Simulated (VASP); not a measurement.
# HfO2 (Fm-3m) in VASP: further runs

The runs below take HfO2 through vibrations by perturbation theory, with LDA.

Everything below comes from runs of VASP 6.6.1. Logs are shortened: lines on timing, memory, paths and dates and some standing lists are left out, and cuts for length are marked.

## Step 1: The cell of the first run

The structure is cubic, space group Fm-3m (No. 225). Conventional cell: a = 4.818 Å, b = 4.818 Å, c = 4.818 Å, α = 90.00°, β = 90.00°, γ = 90.00°. Within 2.8 Å of Hf (site symmetry m-3m) lie 8 O at 2.09 Å. O (site symmetry -43m) has 4 Hf at 2.09 Å and 6 O at 2.41 Å within 2.8 Å.

## Step 2: Vibrations by perturbation theory, LDA

The input, INCAR:

```
PREC = Accurate
ENCUT = 520
EDIFF = 1E-8
ISMEAR = 0
SIGMA = 0.01
LREAL = False
LASPH = True
NELM = 80
ALGO = Normal
ISIF = 2
LWAVE = False
LCHARG = True
IBRION = 8
NSW = 1
LEPSILON = True
```

The input, KPOINTS:

```
regular mesh
0
Gamma
  8 8 8
```

The input, POSCAR:

```
HfO2
1.0
    0.0000000000      2.4088594652      2.4088594652
    2.4088594652      0.0000000000      2.4088594652
    2.4088594652      2.4088594652      0.0000000000
Hf O
1 2
Direct
    0.0000000000      0.0000000000      0.0000000000
    0.2500000000      0.2500000000      0.2500000000
    0.7500000000      0.7500000000      0.7500000000
```

Potentials or basis: VASP PAW LDA potentials, release 64 (Hf_pv, O).

On the command line:

```console
cat potpaw_LDA.64/Hf_pv/POTCAR potpaw_LDA.64/O/POTCAR > POTCAR
mpirun -np 1 vasp_std > vasp.out
```

OUTCAR:

```text
PREC = Accurate
   ENCUT = 520
   EDIFF = 1E-8
   ISMEAR = 0
   LREAL = False
   LASPH = True
   NELM = 80
   ISIF = 2
   IBRION = 8
   NSW = 1
   LEPSILON = True

 ion  position               nearest neighbor table
   1  0.000  0.000  0.000-   3 2.09   3 2.09   3 2.09   2 2.09   3 2.09   2 2.09   2 2.09   2 2.09

   2  0.250  0.250  0.250-   1 2.09   1 2.09   1 2.09   1 2.09
   3  0.750  0.750  0.750-   1 2.09   1 2.09   1 2.09   1 2.09

  LATTYP: Found a face centered cubic cell.
 ALAT       =     4.8177189304

  Lattice vectors:

 A1 = (   0.0000000000,   2.4088594652,   2.4088594652)
 A2 = (   2.4088594652,   0.0000000000,   2.4088594652)
 A3 = (   2.4088594652,   2.4088594652,   0.0000000000)

Analysis of symmetry for initial positions (statically):
=====================================================================
 Subroutine PRICEL returns:
 Original cell was already a primitive cell.

 Routine SETGRP: Setting up the symmetry group for a
 face centered cubic supercell.

 Subroutine GETGRP returns: Found 48 space group operations
 (whereof 48 operations were pure point group operations)
 out of a pool of 48 trial point group operations.

The static configuration has the point symmetry O_h .

Analysis of symmetry for dynamics (positions and initial velocities):
=====================================================================
 Subroutine PRICEL returns:
 Original cell was already a primitive cell.

 Routine SETGRP: Setting up the symmetry group for a
 face centered cubic supercell.

 Subroutine GETGRP returns: Found 48 space group operations
 (whereof 48 operations were pure point group operations)
 out of a pool of 48 trial point group operations.

The dynamic configuration has the point symmetry O_h .

 Subroutine INISYM returns: Found 48 space group operations
 (whereof 48 operations are pure point group operations),
 and found     1 'primitive' translations

----------------------------------------------------------------------------------------

                                     Primitive cell

  volume of cell :      27.9553

  direct lattice vectors                    reciprocal lattice vectors
     0.000000000  2.408859465  2.408859465    -0.207567111  0.207567111  0.207567111
     2.408859465  0.000000000  2.408859465     0.207567111 -0.207567111  0.207567111
     2.408859465  2.408859465  0.000000000     0.207567111  0.207567111 -0.207567111

  length of vectors
     3.406641726  3.406641726  3.406641726     0.359516782  0.359516782  0.359516782

  position of ions in fractional coordinates (direct lattice)
     0.000000000  0.000000000  0.000000000
     0.250000000  0.250000000  0.250000000
     0.750000000  0.750000000  0.750000000

  ion indices of the primitive-cell ions
   primitive index   ion index
                 1           1
                 2           2
                 3           3

----------------------------------------------------------------------------------------

 KPOINTS: regular mesh

Automatic generation of k-mesh.
 Grid dimensions read from file:
 generate k-points for:    8    8    8

 Generating k-lattice:

  Cartesian coordinates                     Fractional coordinates (reciprocal lattice)
    -0.025945889  0.025945889  0.025945889     0.125000000  0.000000000  0.000000000
     0.025945889 -0.025945889  0.025945889     0.000000000  0.125000000  0.000000000
     0.025945889  0.025945889 -0.025945889     0.000000000  0.000000000  0.125000000

  Length of vectors
     0.044939598  0.044939598  0.044939598

  Shift w.r.t. Gamma in fractional coordinates (k-lattice)
     0.000000000  0.000000000  0.000000000

 Subroutine IBZKPT returns following result:
 ===========================================

 Found     29 irreducible k-points:

 Following reciprocal coordinates:
[... 551 lines left out ...]
    total drift:                                0.000000      0.000000      0.000000

  FREE ENERGIE OF THE ION-ELECTRON SYSTEM (eV)
  ---------------------------------------------------
  free  energy   TOTEN  =       -32.7604844698 eV

  energy  without entropy=      -32.7604844698  energy(sigma->0) =      -32.76048447

 HEAD OF MICROSCOPIC STATIC DIELECTRIC TENSOR (INDEPENDENT PARTICLE, excluding Hartree and local field effects)
 ------------------------------------------------------
           5.532454     0.000000    -0.000000
           0.000000     5.532454    -0.000000
          -0.000000     0.000000     5.532454
 ------------------------------------------------------

 Free energy of the ion-electron system (eV)
  ---------------------------------------------------
  ---------------------------------------------------
  free energy    TOTEN  =        -0.34787045 eV

  energy without entropy =       -0.34787045

------------------------ aborting loop because EDIFF is reached ----------------------------------------

--------------------------------------- Ionic step        2  -------------------------------------------

------------------------ aborting loop because EDIFF is reached ----------------------------------------

--------------------------------------- Ionic step        3  -------------------------------------------

------------------------ aborting loop because EDIFF is reached ----------------------------------------

 PIEZOELECTRIC TENSOR FIELD DIRECTION 3  (e Angst)
 -----------------------------------------------------------------------------
     0.00004  0.00000  0.00000           ( -0.00000  0.00000  0.00000)
     0.00000  0.00004  0.00000           (  0.00000 -0.00000  0.00000)
     0.00000  0.00000 -0.00042           (  0.00000  0.00000  0.00000)

 PIEZOELECTRIC TENSOR FIELD DIRECTION 3  (C/m^2)
 -----------------------------------------------------------------------------
     0.00002  0.00000  0.00000
     0.00000  0.00002  0.00000
     0.00000  0.00000 -0.00024

--------------------------------------- Ionic step        4  -------------------------------------------

------------------------ aborting loop because EDIFF is reached ----------------------------------------

[... ionic steps 5 to 6 ...]

--------------------------------------- Ionic step        7  -------------------------------------------

 Free energy of the ion-electron system (eV)
  ---------------------------------------------------
  ---------------------------------------------------
  free energy    TOTEN  =        -0.36171378 eV

  energy without entropy =       -0.36171378

------------------------ aborting loop because EDIFF is reached ----------------------------------------

 INTERNAL STRAIN TENSOR  FOR ION    2  DIRECTION 1   (eV/Angst):
 -----------------------------------------------------------------------------
    -0.00100  0.00000  0.00000
     0.00000  0.00065-15.84258
     0.00000-15.84258  0.00065

 MACROSCOPIC STATIC DIELECTRIC TENSOR (including local field effects in DFT)
 ------------------------------------------------------
           5.328324     0.000000     0.000000
          -0.000000     5.328324    -0.000000
          -0.000000    -0.000000     5.328324
 ------------------------------------------------------

 PIEZOELECTRIC TENSOR (including local field effects)  for field in x, y, z        (e  Angst)
          XX          YY          ZZ          XY          YZ          ZX
  --------------------------------------------------------------------------------
  x     0.00000     0.00000     0.00000     0.00000     0.00000     0.00000
  y     0.00000     0.00000     0.00000     0.00000     0.00000     0.00000
  z     0.00000     0.00000     0.00000     0.00000     0.00000     0.00000

 PIEZOELECTRIC TENSOR (including local field effects)  for field in x, y, z        (C/m^2)
          XX          YY          ZZ          XY          YZ          ZX
  --------------------------------------------------------------------------------
  x     0.00000     0.00000     0.00000     0.00000     0.00000     0.00000
  y     0.00000     0.00000     0.00000     0.00000     0.00000     0.00000
  z     0.00000     0.00000     0.00000     0.00000     0.00000     0.00000

 BORN EFFECTIVE CHARGES (including local field effects) (in |e|, cummulative output)
 ---------------------------------------------------------------------------------
 ion    1
    1     5.60921     0.00000     0.00000
    2     0.00000     5.60921     0.00000
    3     0.00000     0.00000     5.60921
 ion    2
    1    -2.80460     0.00000     0.00000
    2     0.00000    -2.80460     0.00000
    3     0.00000     0.00000    -2.80460
 ion    3
    1    -2.80460     0.00000     0.00000
    2     0.00000    -2.80460     0.00000
    3     0.00000     0.00000    -2.80460

 INTERNAL STRAIN TENSOR FOR ION    3 for displacements in x,y,z  (eV/Angst):
          X           Y           Z          XY          YZ          ZX
  --------------------------------------------------------------------------------
  x     0.00000     0.00000     0.00000     0.00000    15.84258     0.00000
  y    -0.00000     0.00000    -0.00000     0.00000     0.00000    15.84258
  z     0.00000     0.00000     0.00000    15.84258     0.00000     0.00000

 SECOND DERIVATIVES (NOT SYMMETRIZED)
 ------------------------------------
               1X          1Y          1Z          2X          2Y          2Z          3X          3Y          3Z
  1X   -13.175750    0.000000    0.000000    6.587875    0.000000    0.000000    6.587875    0.000000    0.000000
  1Y     0.000000  -13.175750    0.000000    0.000000    6.587875    0.000000    0.000000    6.587875    0.000000
  1Z     0.000000    0.000000  -13.175750    0.000000    0.000000    6.587875    0.000000    0.000000    6.587875
  2X     6.577071    0.000000    0.000000  -17.841359    0.000000    0.000000   11.264288    0.000000    0.000000
  2Y     0.000000    6.577071    0.000000    0.000000  -17.841359    0.000000    0.000000   11.264288    0.000000
  2Z     0.000000    0.000000    6.577071    0.000000    0.000000  -17.841359    0.000000    0.000000   11.264288
  3X     6.577071    0.000000    0.000000   11.264288    0.000000    0.000000  -17.841359    0.000000    0.000000
  3Y     0.000000    6.577071    0.000000    0.000000   11.264288    0.000000    0.000000  -17.841359    0.000000
  3Z     0.000000    0.000000    6.577071    0.000000    0.000000   11.264288    0.000000    0.000000  -17.841359

 Eigenvectors and eigenvalues of the dynamical matrix
 ----------------------------------------------------

   1 f  =   21.085280 THz   132.482719 2PiTHz  703.329219 cm-1    87.201670 meV
             X         Y         Z           dx          dy          dz
      0.000000  0.000000  0.000000    -0.000000   -0.000000    0.000000
      1.204430  1.204430  1.204430    -0.000000   -0.000000   -0.707107
      3.613289  3.613289  3.613289     0.000000    0.000000    0.707107
[... 43 lines left out ...]
   9 f/i=    0.003209 THz     0.020166 2PiTHz    0.107057 cm-1     0.013273 meV
             X         Y         Z           dx          dy          dz
      0.000000  0.000000  0.000000     0.318564   -0.844420    0.182303
      1.204430  1.204430  1.204430     0.095457   -0.253028    0.054626
      3.613289  3.613289  3.613289     0.095457   -0.253028    0.054626

--------------------------------------------------------------------------------------------------------

 MACROSCOPIC STATIC DIELECTRIC TENSOR IONIC CONTRIBUTION
 ------------------------------------------------------
          15.465583     0.000000     0.000000
           0.000000    15.465583    -0.000000
           0.000000    -0.000000    15.465583
 ------------------------------------------------------

 ELASTIC MODULI CONTR FROM IONIC RELAXATION (kBar)
 Direction    XX          YY          ZZ          XY          YZ          ZX
 --------------------------------------------------------------------------------
 XX          -0.0000     -0.0000     -0.0000     -0.0000      0.0000      0.0000
 YY          -0.0000     -0.0000     -0.0000     -0.0000     -0.0000     -0.0000
 ZZ          -0.0000     -0.0000     -0.0000     -0.0000     -0.0000      0.0000
 XY          -0.0000     -0.0000     -0.0000   -988.4404     -0.0000      0.0000
 YZ           0.0000     -0.0000     -0.0000     -0.0000   -988.4404     -0.0000
 ZX           0.0000     -0.0000      0.0000      0.0000     -0.0000   -988.4404
 --------------------------------------------------------------------------------

 PIEZOELECTRIC TENSOR IONIC CONTR  for field in x, y, z        (C/m^2)
          XX          YY          ZZ          XY          YZ          ZX
  --------------------------------------------------------------------------------
  x     0.00000    -0.00000    -0.00000    -0.00000    -0.00000    -0.00000
  y     0.00000     0.00000     0.00000     0.00000     0.00000    -0.00000
  z    -0.00000    -0.00000     0.00000    -0.00000     0.00000    -0.00000
```

Run time: 6.4 min. Hardware: 1 thread of Intel Xeon 8259CL, shared host; peak memory 0.27 GiB.

Results:

```
Electronic dielectric tensor (diagonal)                 : 5.33
Born charges (mean of the diagonal)                     : Hf +5.61; O -2.80 e
Highest phonon frequency at Γ, LO-TO splitting left out : 703 cm⁻¹
```

Phonon frequencies in cm⁻¹ (negative: imaginary):
| q point | frequencies |
| --- | --- |
| (0.000, 0.000, 0.000) | 0 0 0 363 363 363 703 703 703 |

Electronic dielectric tensor:
```
5.33 0.00 0.00
0.00 5.33 0.00
0.00 0.00 5.33
```

Born effective charge tensors (e):
atom 1, Hf
```
5.61 0.00 0.00
0.00 5.61 0.00
0.00 0.00 5.61
```
atom 2, O
```
-2.80  0.00  0.00
 0.00 -2.80  0.00
 0.00  0.00 -2.80
```
atom 3, O
```
-2.80  0.00  0.00
 0.00 -2.80  0.00
 0.00  0.00 -2.80
```

Caveat: the cell stands under pressure or tension, which shifts response properties; spin-orbit coupling is left out, which moves the levels of the heavy elements.

(Part 1 of 2 ends here.)
